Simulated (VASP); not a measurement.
# TiO2 (P4_2/mnm) in VASP: a series of runs

TiO2 is run at these levels: PBE+U; tasks: single point.

All numbers are computed with VASP 6.6.1; they aren't measurements. Logs are shortened: lines on timing, memory, paths and dates and some standing lists are left out, and cuts for length are marked.

### Step 1. The cell of the first run

The structure is tetragonal, space group P4_2/mnm (No. 136). Conventional cell: a = 4.432 Å, b = 4.432 Å, c = 3.111 Å, α = 90.00°, β = 90.00°, γ = 90.00°. Ti (site symmetry mmm) has 6 O at 1.91 to 1.98 Å within 2.5 Å. Within 2.5 Å of O (site symmetry m2m) lie 3 Ti at 1.91 to 1.98 Å and 1 O at 2.44 Å.

### Step 2. Single point, PBE+U (biaxial strain in the a-b plane: -4.5 %, then relaxed in part)

INCAR reads:

```
ALGO = Normal
EDIFF = 1E-6
ENCUT = 910
GGA = PE
GGA_COMPAT = False
ISIF = 2
ISMEAR = 0
LASPH = True
LCHARG = False
LDAU = True
LDAUJ = 0 0
LDAUL = 2 -1
LDAUPRINT = 1
LDAUTYPE = 2
LDAUU = 4 0
LMAXMIX = 4
LREAL = False
LWAVE = False
NBANDS = 33
NELM = 200
PREC = Accurate
SIGMA = 0.02
```

KPOINTS reads:

```
k-points
0
Gamma
  6 6 10
```

POSCAR reads:

```
TiO2
1.0
    4.4315342593      0.0000000000      0.0000000000
    0.0000000000      4.4315342593      0.0000000000
    0.0000000000      0.0000000000      3.1112045443
Ti O
2 4
Direct
    0.5000000000      0.5000000000      0.0000000000
    0.0000000000      0.0000000000      0.5000000000
    0.6945273371      0.6945273371      0.5000000000
    0.8054726629      0.1945273371      0.0000000000
    0.1945273371      0.8054726629      0.0000000000
    0.3054726629      0.3054726629      0.5000000000
```

Potentials or basis: VASP PAW PBE potentials, release 64 (Ti_sv, O_h).

Run with:

```bash
> cat potpaw_PBE.64/Ti_sv/POTCAR potpaw_PBE.64/O_h/POTCAR > POTCAR
> mpirun -np 1 vasp_std > vasp.out
```

OUTCAR:

```text
EDIFF = 1E-6
   ENCUT = 910
   GGA = PE
   ISIF = 2
   ISMEAR = 0
   LASPH = True
   LREAL = False
   NELM = 200
   PREC = Accurate

 ion  position               nearest neighbor table
   1  0.500  0.500  0.000-   4 1.91   5 1.91   3 1.98   6 1.98   3 1.98   6 1.98
   2  0.000  0.000  0.500-   3 1.91   6 1.91   5 1.98   4 1.98   4 1.98   5 1.98
   3  0.695  0.695  0.500-   2 1.91   1 1.98   1 1.98
   4  0.805  0.195  0.000-   1 1.91   2 1.98   2 1.98
   5  0.195  0.805  0.000-   1 1.91   2 1.98   2 1.98
   6  0.305  0.305  0.500-   2 1.91   1 1.98   1 1.98

  LATTYP: Found a simple tetragonal cell.
 ALAT       =     4.4315342593
 C/A-ratio  =     0.7020603615

  Lattice vectors:

 A1 = (   4.4315342593,   0.0000000000,   0.0000000000)
 A2 = (   0.0000000000,   4.4315342593,   0.0000000000)
 A3 = (   0.0000000000,   0.0000000000,   3.1112045443)

Analysis of symmetry for initial positions (statically):
=====================================================================
 Subroutine PRICEL returns:
 Original cell was already a primitive cell.

 Routine SETGRP: Setting up the symmetry group for a
 simple tetragonal supercell.

 Subroutine GETGRP returns: Found 16 space group operations
 (whereof  8 operations were pure point group operations)
 out of a pool of 16 trial point group operations.

The static configuration has the point symmetry D_2h.
 The point group associated with its full space group is D_4h.

Analysis of symmetry for dynamics (positions and initial velocities):
=====================================================================
 Subroutine PRICEL returns:
 Original cell was already a primitive cell.

 Routine SETGRP: Setting up the symmetry group for a
 simple tetragonal supercell.

 Subroutine GETGRP returns: Found 16 space group operations
 (whereof  8 operations were pure point group operations)
 out of a pool of 16 trial point group operations.

The dynamic configuration has the point symmetry D_2h.
 The point group associated with its full space group is D_4h.

[... 193 lines left out ...]

spin component  2

  0.2057  0.0000 -0.0965  0.0000 -0.0000
  0.0000  0.1755  0.0000 -0.0797  0.0000
 -0.0965  0.0000  0.1347  0.0000  0.0000
  0.0000 -0.0797  0.0000  0.1755  0.0000
 -0.0000  0.0000  0.0000  0.0000  0.1087

 occupancies and eigenvectors

  o =  0.0674  v = -0.5723  0.0000 -0.8201  0.0000  0.0000  0.0000  0.0000  0.0000  0.0000  0.0000      0.0000  0.0000  0.0000  0.0000  0.0000  0.0000  0.0000  0.0000  0.0000  0.0000
  o =  0.0674  v =  0.0000  0.0000  0.0000  0.0000  0.0000 -0.5723  0.0000 -0.8201  0.0000  0.0000      0.0000  0.0000  0.0000  0.0000  0.0000  0.0000  0.0000  0.0000  0.0000  0.0000
  o =  0.0958  v =  0.0000 -0.7071  0.0000 -0.7071  0.0000  0.0000  0.0000  0.0000  0.0000  0.0000      0.0000  0.0000  0.0000  0.0000  0.0000  0.0000  0.0000  0.0000  0.0000  0.0000
  o =  0.0958  v =  0.0000  0.0000  0.0000  0.0000  0.0000  0.0000 -0.7071  0.0000 -0.7071  0.0000      0.0000  0.0000  0.0000  0.0000  0.0000  0.0000  0.0000  0.0000  0.0000  0.0000
  o =  0.1087  v = -0.0000 -0.0000 -0.0000  0.0000 -1.0000  0.0000  0.0000  0.0000  0.0000  0.0000      0.0000  0.0000  0.0000  0.0000  0.0000  0.0000  0.0000  0.0000  0.0000  0.0000
  o =  0.1087  v =  0.0000  0.0000  0.0000  0.0000  0.0000 -0.0000 -0.0000 -0.0000  0.0000 -1.0000      0.0000  0.0000  0.0000  0.0000  0.0000  0.0000  0.0000  0.0000  0.0000  0.0000
  o =  0.2552  v =  0.0000  0.0000  0.0000  0.0000  0.0000  0.0000 -0.7071  0.0000  0.7071  0.0000      0.0000  0.0000  0.0000  0.0000  0.0000  0.0000  0.0000  0.0000  0.0000  0.0000
  o =  0.2552  v =  0.0000 -0.7071  0.0000  0.7071  0.0000  0.0000  0.0000  0.0000  0.0000  0.0000      0.0000  0.0000  0.0000  0.0000  0.0000  0.0000  0.0000  0.0000  0.0000  0.0000
  o =  0.2730  v = -0.8201  0.0000  0.5723  0.0000  0.0000  0.0000  0.0000  0.0000  0.0000  0.0000      0.0000  0.0000  0.0000  0.0000  0.0000  0.0000  0.0000  0.0000  0.0000  0.0000
  o =  0.2730  v =  0.0000  0.0000  0.0000  0.0000  0.0000 -0.8201  0.0000  0.5723  0.0000  0.0000      0.0000  0.0000  0.0000  0.0000  0.0000  0.0000  0.0000  0.0000  0.0000  0.0000

 number of electron      48.0000003 magnetization

 Free energy of the ion-electron system (eV)
  ---------------------------------------------------
  ext. energy  EPLUGINS =         0.00000000
  ---------------------------------------------------
  free energy    TOTEN  =       -48.08262826 eV

  energy without entropy =      -48.08262826  energy(sigma->0) =      -48.08262826

 E-fermi :   6.1111     XC(G=0): -11.5733

 val. band max:        5.9931096181   @ k =   0.0000   0.0000   0.0000
 cond. band min:       8.4470625340   @ k =   0.0000   0.0000   0.0000
 fundamental gap:      2.4539529159
 Fermi energy:         6.1111449927

 k-point     1 :       0.0000    0.0000    0.0000
  band No.  band energies     occupation
      1     -51.9918      2.00000
      2     -51.9710      2.00000
      3     -28.2674      2.00000
      4     -28.2674      2.00000
      5     -28.0973      2.00000
      6     -28.0973      2.00000
[... 853 lines left out ...]
     32      11.2702      0.00000
     33      12.6010      0.00000

 [... further k-points ...]

------------------------ aborting loop because EDIFF is reached ----------------------------------------

  FORCE on cell =-STRESS in cart. coord.  units (eV):
  Direction    XX          YY          ZZ          XY          YZ          ZX
  --------------------------------------------------------------------------------------
  -------------------------------------------------------------------------------------
  Total        8.3731282      8.3731282      1.5848793     -0.0000000      0.0000000      0.0000000
  in kB      219.5642041    219.5642041     41.5594682     -0.0000000      0.0000000      0.0000000
  external PRESSURE =     160.2292921 kB  Pullay stress =       0.0000000 kB

 VOLUME and BASIS-vectors are now :
 -----------------------------------------------------------------------------
  energy-cutoff  :      910.00
  volume of cell :       61.10
      direct lattice vectors                 reciprocal lattice vectors
     4.431534259  0.000000000  0.000000000     0.225655482  0.000000000  0.000000000
     0.000000000  4.431534259  0.000000000     0.000000000  0.225655482  0.000000000
     0.000000000  0.000000000  3.111204544     0.000000000  0.000000000  0.321418919

 POSITION                                       TOTAL-FORCE (eV/Angst)
 -----------------------------------------------------------------------------------
      2.21577      2.21577      0.00000         0.000000      0.000000     -0.000000
      0.00000      0.00000      1.55560         0.000000      0.000000     -0.000000
      3.07782      3.07782      1.55560         0.017899      0.017899     -0.000000
      3.56948      0.86205      0.00000        -0.017899      0.017899     -0.000000
      0.86205      3.56948      0.00000         0.017899     -0.017899      0.000000
      1.35371      1.35371      1.55560        -0.017899     -0.017899      0.000000
 -----------------------------------------------------------------------------------
    total drift:                                0.000000     -0.000000      0.000000

  FREE ENERGIE OF THE ION-ELECTRON SYSTEM (eV)
  ---------------------------------------------------
  free  energy   TOTEN  =       -48.0826282565 eV

  energy  without entropy=      -48.0826282565  energy(sigma->0) =      -48.08262826
```

OSZICAR:

```text
N       E                     dE             d eps       ncg     rms          rms(c)
DAV:   1     0.871160124900E+03    0.87116E+03   -0.33705E+04  3968   0.257E+03
DAV:   2     0.129584871942E+03   -0.74158E+03   -0.69440E+03  4120   0.657E+02
DAV:   3    -0.537317395882E+02   -0.18332E+03   -0.17099E+03  6194   0.247E+02
DAV:   4    -0.669219599868E+02   -0.13190E+02   -0.13121E+02  5579   0.707E+01
DAV:   5    -0.675458928292E+02   -0.62393E+00   -0.62366E+00  5805   0.138E+01    0.327E+01
DAV:   6    -0.473574174310E+02    0.20188E+02   -0.77228E+01  5727   0.910E+01    0.917E+00
DAV:   7    -0.481074043472E+02   -0.74999E+00   -0.11640E+01  5239   0.218E+01    0.770E+00
DAV:   8    -0.480307117124E+02    0.76693E-01   -0.10650E+00  5526   0.940E+00    0.284E+00
DAV:   9    -0.480925323415E+02   -0.61821E-01   -0.33567E-01  4977   0.392E+00    0.128E+00
DAV:  10    -0.480912105120E+02    0.13218E-02   -0.11201E-01  5222   0.205E+00    0.897E-01
DAV:  11    -0.480849306097E+02    0.62799E-02   -0.44189E-02  5236   0.263E+00    0.396E-01
DAV:  12    -0.480826464058E+02    0.22842E-02   -0.75086E-03  5155   0.105E+00    0.493E-02
DAV:  13    -0.480826695894E+02   -0.23184E-04   -0.45138E-04  5580   0.208E-01    0.591E-02
DAV:  14    -0.480826278490E+02    0.41740E-04   -0.94775E-05  5451   0.120E-01    0.101E-02
DAV:  15    -0.480826284202E+02   -0.57124E-06   -0.13427E-05  6255   0.279E-02    0.558E-03
DAV:  16    -0.480826282565E+02    0.16371E-06   -0.12933E-06  2897   0.906E-03
   1 F= -.48082628E+02 E0= -.48082628E+02  d E =-.234043E-19
```

Run time: 6.7 min. Hardware: 1 thread of Intel Xeon Platinum 8259CL at 2.50GHz (Skylake/Cascade Lake), shared host; peak memory 0.39 GiB.

Results:

```
Free energy            : -48.0826 eV
Pressure               : 16.0 GPa
Largest force          : 0.025 eV/Å
Band gap on the k mesh : 2.45 eV
```

Forces in eV/Å, atoms in the order of the input:
```
Ti   0.000  0.000  0.000
Ti   0.000  0.000  0.000
O    0.018  0.018  0.000
O   -0.018  0.018  0.000
O    0.018 -0.018  0.000
O   -0.018 -0.018  0.000
```

Stress tensor (GPa, compression positive):
```
21.96  0.00  0.00
 0.00 21.96  0.00
 0.00  0.00  4.16
```

Levels at points of the mesh, in eV from the valence-band top:
| k point | band 21 | band 22 | band 23 | band 24 | band 25 | band 26 | band 27 | band 28 |
| --- | --- | --- | --- | --- | --- | --- | --- | --- |
| (0.00, 0.00, 0.00) | -0.97 | -0.38 | -0.38 | 0.00 | 2.45 | 2.84 | 2.86 | 2.88 |
| (0.50, 0.00, 0.00) | -2.11 | -2.11 | -0.78 | -0.78 | 3.13 | 3.13 | 3.56 | 3.56 |
| (0.50, 0.50, 0.00) | -1.76 | -1.76 | -0.96 | -0.96 | 2.55 | 2.55 | 2.92 | 2.92 |
| (0.00, 0.00, 0.50) | -2.34 | -2.34 | -1.37 | -1.37 | 3.27 | 3.27 | 3.63 | 3.63 |
| (0.50, 0.00, 0.50) | -1.99 | -1.99 | -1.08 | -1.08 | 2.48 | 2.48 | 3.40 | 3.40 |
| (0.50, 0.50, 0.50) | -1.30 | -1.30 | -0.62 | -0.62 | 3.15 | 3.15 | 3.38 | 3.38 |

Eigenvalues of the final occupation matrices:
```
    site  spin  trace               eigenvalues
site 1 d     1   0.80  0.07 0.10 0.11 0.26 0.27
site 1 d     2   0.80  0.07 0.10 0.11 0.26 0.27
site 2 d     1   0.80  0.07 0.10 0.11 0.26 0.27
site 2 d     2   0.80  0.07 0.10 0.11 0.26 0.27
```

Caveat: the cell differs from its parent crystal (biaxial strain in the a-b plane: -4.5 %, then relaxed in part); the stress differs along the axes, from 4 to 22 GPa. A k mesh can miss the band edges.

(Continued in part 2 of 2.)
